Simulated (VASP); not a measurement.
# Li (I4/mmm) in VASP: single point with PBEsol

Aim: the single point of Li with PBEsol.

Everything below comes from runs of VASP 6.6.1. Logs are shortened: lines on timing, memory, paths and dates and some standing lists are left out, and cuts for length are marked.

### 1 The cell of the first run

Symmetry: I4/mmm, No. 139, tetragonal system. The conventional cell has a = 3.064 Å, b = 3.064 Å, c = 4.550 Å, α = 90.00°, β = 90.00°, γ = 90.00°. Li (site symmetry 4/mmm) has 12 Li at 3.06 to 3.14 Å within 4.0 Å.

### 2 Single point, PBEsol

INCAR reads:

```
SYSTEM = Li
PREC     = Accurate       ! precision mode
ENCUT    = 520            ! plane-wave cutoff, eV
EDIFF    = 1E-6           ! SCF threshold, eV
ISMEAR   = 0              ! smearing method
SIGMA    = 0.15           ! smearing width, eV
LREAL    = .FALSE.        ! projectors in reciprocal space
LASPH    = .TRUE.         ! aspherical terms in the spheres
NELM     = 80             ! most SCF steps
ALGO     = Normal         ! electronic algorithm
ISIF     = 2              ! what is computed and relaxed
LWAVE    = .FALSE.        ! write WAVECAR
LCHARG   = .FALSE.        ! write CHGCAR
GGA      = PS             ! functional
NBANDS   = 8              ! bands
```

KPOINTS reads:

```
regular mesh
0
G
  20 20 20
  0 0 0
```

POSCAR reads:

```
Li
1.0
    0.0000000000      2.1664776593      2.2748015422
    2.1664776593      0.0000000000      2.2748015422
    2.1664776593      2.1664776593      0.0000000000
Li
1
Direct
    0.0000000000      0.0000000000      0.0000000000
```

Potentials or basis: VASP PAW PBE potentials, release 64 (Li_sv).

Run with:

```console
cat potpaw_PBE.64/Li_sv/POTCAR > POTCAR
mpirun -np 1 vasp_std > vasp.out
```

OUTCAR:

```text
SYSTEM = Li
   PREC = Accurate
   ENCUT = 520
   EDIFF = 1E-6
   ISMEAR = 0
   LREAL = .FALSE.
   LASPH = .TRUE.
   NELM = 80
   ISIF = 2
   GGA = PS

 ion  position               nearest neighbor table
   1  0.000  0.000  0.000-

  LATTYP: Found a body centered tetragonal cell.
 ALAT       =     3.0638620884
 C/A-ratio  =     1.4849242404

  Lattice vectors:

 A1 = (  -2.1664776593,   0.0000000000,   2.2748015422)
 A2 = (   2.1664776593,   0.0000000000,   2.2748015422)
 A3 = (   0.0000000000,   2.1664776593,  -2.2748015422)

Analysis of symmetry for initial positions (statically):
=====================================================================
 Subroutine PRICEL returns:
 Original cell was already a primitive cell.

 Routine SETGRP: Setting up the symmetry group for a
 body centered tetragonal supercell.

 Subroutine GETGRP returns: Found 16 space group operations
 (whereof 16 operations were pure point group operations)
 out of a pool of 16 trial point group operations.

The static configuration has the point symmetry D_4h.

Analysis of symmetry for dynamics (positions and initial velocities):
=====================================================================
 Subroutine PRICEL returns:
 Original cell was already a primitive cell.

 Routine SETGRP: Setting up the symmetry group for a
 body centered tetragonal supercell.

 Subroutine GETGRP returns: Found 16 space group operations
 (whereof 16 operations were pure point group operations)
 out of a pool of 16 trial point group operations.

The dynamic configuration has the point symmetry D_4h.

 Subroutine INISYM returns: Found 16 space group operations
 (whereof 16 operations are pure point group operations),
 and found     1 'primitive' translations

----------------------------------------------------------------------------------------

                                     Primitive cell

  volume of cell :      21.3541

  direct lattice vectors                    reciprocal lattice vectors
     0.000000000  2.166477659  2.274801542    -0.230789363  0.230789363  0.219799394
     2.166477659  0.000000000  2.274801542     0.230789363 -0.230789363  0.219799394
     2.166477659  2.166477659  0.000000000     0.230789363  0.230789363 -0.219799394

  length of vectors
     3.141392606  3.141392606  3.063862088     0.393496168  0.393496168  0.393496168

  position of ions in fractional coordinates (direct lattice)
     0.000000000  0.000000000  0.000000000

  ion indices of the primitive-cell ions
   primitive index   ion index
                 1           1

----------------------------------------------------------------------------------------

 KPOINTS: regular mesh

Automatic generation of k-mesh.
 Grid dimensions read from file:
 generate k-points for:   20   20   20

 Generating k-lattice:

  Cartesian coordinates                     Fractional coordinates (reciprocal lattice)
    -0.011539468  0.011539468  0.010989970     0.050000000  0.000000000  0.000000000
     0.011539468 -0.011539468  0.010989970     0.000000000  0.050000000  0.000000000
     0.011539468  0.011539468 -0.010989970    -0.000000000 -0.000000000  0.050000000

  Length of vectors
     0.019674808  0.019674808  0.019674808

  Shift w.r.t. Gamma in fractional coordinates (k-lattice)
     0.000000000  0.000000000  0.000000000

 Subroutine IBZKPT returns following result:
 ===========================================

 Found    641 irreducible k-points:

 Following reciprocal coordinates:
            Coordinates               Weight
  0.000000  0.000000  0.000000      1.000000
  0.050000 -0.000000  0.000000      8.000000
  0.100000 -0.000000  0.000000      8.000000
  0.150000 -0.000000  0.000000      8.000000
  0.200000 -0.000000  0.000000      8.000000
  0.250000 -0.000000  0.000000      8.000000
[... 16 lines left out ...]
 -0.400000  0.050000  0.000000      8.000000
 -0.350000  0.050000  0.000000      8.000000
 [... further k-points ...]
   k-points           NKPTS =    641   k-points in BZ     NKDIM =    641   number of bands    NBANDS=      8
   number of dos      NEDOS =    301   number of ions     NIONS =      1
   total plane-waves  NPLWV =  13824
   dimension x,y,z NGX =    24 NGY =   24 NGZ =   24
   dimension x,y,z NGXF=    48 NGYF=   48 NGZF=   48
   ions per type =               1
   NGX,Y,Z   is equivalent  to a cutoff of  12.70, 12.70, 13.02 a.u.
   NGXF,Y,Z  is equivalent  to a cutoff of  25.40, 25.40, 26.04 a.u.
 SYSTEM =  Li
   PREC   = accura    normal or accurate (medium, high low for compatibility)
   ISTART =      0    job   : 0-new  1-cont  2-samecut
   ICHARG =      2    charge: 1-file 2-atom 10-const
   ISPIN  =      1    spin polarized calculation?
   LNONCOLLINEAR =      F non collinear calculations
   LSORBIT =      F    spin-orbit coupling
   LASPH  =      T    aspherical Exc in radial PAW
   ENCUT  =  520.0 eV  38.22 Ry    6.18 a.u.   5.84  5.84  5.70*2*pi/ulx,y,z
   NELM   =     80;   NELMIN=  2; NELMDL= -5     # of ELM steps
   EDIFF  = 0.1E-05   stopping-criterion for ELM
   LREAL  =      F    real-space projection
   EDIFFG = 0.1E-04   stopping-criterion for IOM
   NSW    =      0    number of steps for IOM
   IBRION =     -1    ionic relax: 0-MD 1-quasi-New 2-CG
   NFREE  =      0    steps in history (QN), initial steepest desc. (CG)
   ISIF   =      2    stress and relaxation
   ISYM   =      2    0-nonsym 1-usesym 2-fastsym
   POTIM  = 0.5000    time-step for ionic-motion
   TEBEG  =    0.0;   TEEND  =   0.0 temperature during run
   PSTRESS=    0.0 pullay stress
   NELECT =       3.0000    total number of electrons
   NUPDOWN=      -1.0000    fix difference up-down
   EMIN   =  10.00;   EMAX   =-10.00  energy-range for DOS
   EFERMI =   0.00;   METHOD = LEGACY
   ISMEAR =     0;   SIGMA  =   0.15  broadening in eV -4-tet -1-fermi 0-gaus
   EFERMI_NEDOS =   21; number of points for ismear=-14 and -15
   IALGO  =     38    algorithm
   IMIX   =      4    mixing-type and parameters
     AMIX     =   0.40;   BMIX     =  1.00
     AMIX_MAG =   1.60;   BMIX_MAG =  1.00
  volume/ion in A,a.u.               =      21.35       144.10
  Fermi-wavevector in a.u.,A,eV,Ry     =   0.851049  1.608250  9.854489  0.724285
  Thomas-Fermi vector in A             =   1.967122
   LORBIT       =      0    0 simple, 1 ext, 2 COOP (PROOUT), +10 PAW based schemes
   GGA     = PS    functional components
   LHFCALC =     F    Hartree Fock is set to
   AEXX    =    0.0000 exact exchange contribution
   IVDW    =     0    specifies the selected vdW correction
   LEPSILON=     F    determine dielectric tensor
   LRPA    =     F    only Hartree local field effects (RPA)
 non-spin polarized calculation
 Gauss-broadening in eV      SIGMA  =   0.15
  energy-cutoff  :      520.00
  volume of cell :       21.35
 maximum number of plane-waves:       596
   NGX = 11   NGY = 11   NGZ = 11

 number of electron       3.0000003 magnetization

 Free energy of the ion-electron system (eV)
  ---------------------------------------------------
  ext. energy  EPLUGINS =         0.00000000
  ---------------------------------------------------
  free energy    TOTEN  =        -1.96773232 eV

  energy without entropy =       -1.96215629  energy(sigma->0) =       -1.96494431

 E-fermi :   0.4943     XC(G=0):  -6.8917

 val. band max:        0.4942210521   @ k =   0.5000  -0.0000   0.0000
 cond. band min:       0.5026286510   @ k =   0.5000   0.0500   0.0000
 fundamental gap:      0.0084075988
 Fermi energy:         0.4942682209

 k-point     1 :       0.0000    0.0000    0.0000
  band No.  band energies     occupation
      1     -45.5173      2.00000
      2      -3.0011      2.00000
      3      14.3402      0.00000
      4      14.3402      0.00000
      5      14.3697      0.00000
      6      18.0168      0.00000
      7      18.1881      0.00000
      8      18.1881      0.00000

 k-point     2 :       0.0500   -0.0000    0.0000
  band No.  band energies     occupation
      1     -45.5169      2.00000
      2      -2.9572      2.00000
      3      13.8570      0.00000
      4      14.2368      0.00000
      5      14.2572      0.00000
      6      17.5771      0.00000
      7      18.2576      0.00000
      8      18.3569      0.00000

 k-point     3 :       0.1000   -0.0000    0.0000
  band No.  band energies     occupation
      1     -45.5159      2.00000
      2      -2.8257      2.00000
      3      12.6474      0.00000
      4      13.9319      0.00000
      5      14.0513      0.00000
      6      17.3395      0.00000
      7      18.6835      0.00000
      8      18.8007      0.00000

 k-point     4 :       0.1500   -0.0000    0.0000
  band No.  band energies     occupation
      1     -45.5142      2.00000
      2      -2.6065      2.00000
      3      11.1691      0.00000
      4      13.5634      0.00000
      5      13.8016      0.00000
      6      17.4239      0.00000
      7      18.8303      0.00000
      8      19.3400      0.00000

 k-point     5 :       0.2000   -0.0000    0.0000
  band No.  band energies     occupation
      1     -45.5121      2.00000
      2      -2.3001      2.00000
      3       9.6553      0.00000
      4      13.2053      0.00000
      5      13.5658      0.00000
      6      17.6432      0.00000
      7      18.3401      0.00000
      8      19.5566      0.00000
[... 177 lines left out ...]
 k-point    22 :      -0.4500    0.0500    0.0000
  band No.  band energies     occupation
      1     -45.5020      2.00000
      2       0.4347      1.42574
      3       3.4237      0.00000
      4      11.7561      0.00000
      5      13.0262      0.00000
      6      15.7446      0.00000
      7      17.2193      0.00000
      8      18.1109      0.00000

 k-point    23 :      -0.4000    0.0500    0.0000
  band No.  band energies     occupation
      1     -45.5028      2.00000
      2      -0.0424      2.00000
      3       4.1320      0.00000
      4      11.6777      0.00000
      5      13.2305      0.00000
      6      16.1088      0.00000
      7      17.2459      0.00000
      8      18.2095      0.00000

 k-point    24 :      -0.3500    0.0500    0.0000
  band No.  band energies     occupation
      1     -45.5042      2.00000
      2      -0.6305      2.00000
      3       5.1550      0.00000
      4      11.6825      0.00000
      5      13.4369      0.00000
      6      16.5713      0.00000
      7      17.4732      0.00000
      8      18.4249      0.00000

 [... further k-points ...]

------------------------ aborting loop because EDIFF is reached ----------------------------------------

  FORCE on cell =-STRESS in cart. coord.  units (eV):
  Direction    XX          YY          ZZ          XY          YZ          ZX
  --------------------------------------------------------------------------------------
  -------------------------------------------------------------------------------------
  Total       -0.0919530     -0.0919530     -0.1272457      0.0000000     -0.0000000      0.0000000
  in kB       -6.8991370     -6.8991370     -9.5471099      0.0000000     -0.0000000      0.0000000
  external PRESSURE =      -7.7817946 kB  Pullay stress =       0.0000000 kB

 VOLUME and BASIS-vectors are now :
 -----------------------------------------------------------------------------
  energy-cutoff  :      520.00
  volume of cell :       21.35
      direct lattice vectors                 reciprocal lattice vectors
     0.000000000  2.166477659  2.274801542    -0.230789363  0.230789363  0.219799394
     2.166477659  0.000000000  2.274801542     0.230789363 -0.230789363  0.219799394
     2.166477659  2.166477659  0.000000000     0.230789363  0.230789363 -0.219799394

 POSITION                                       TOTAL-FORCE (eV/Angst)
 -----------------------------------------------------------------------------------
      0.00000      0.00000      0.00000        -0.000000      0.000000      0.000000
 -----------------------------------------------------------------------------------
    total drift:                               -0.000000      0.000000     -0.000000

  FREE ENERGIE OF THE ION-ELECTRON SYSTEM (eV)
  ---------------------------------------------------
  free  energy   TOTEN  =        -1.9677323250 eV

  energy  without entropy=       -1.9621562881  energy(sigma->0) =       -1.96494431
```

Run time: 19 s. Hardware: 1 thread of Intel Xeon 6975P-C (Granite Rapids), shared host; peak memory 0.19 GiB.

What came out:

```yaml
Free_energy: -1.9677 eV
Band_gap_on_the_k_mesh: zero (an odd number of electrons rules out a gap without spin polarisation)
```

Caveat: the cutoff is under 1.25 times the usual one of these potentials, so pressure, stress and relaxed cells hold a basis-set (Pulay) error; the PAW data sets were made with another functional, which shifts forces and pressure a little.
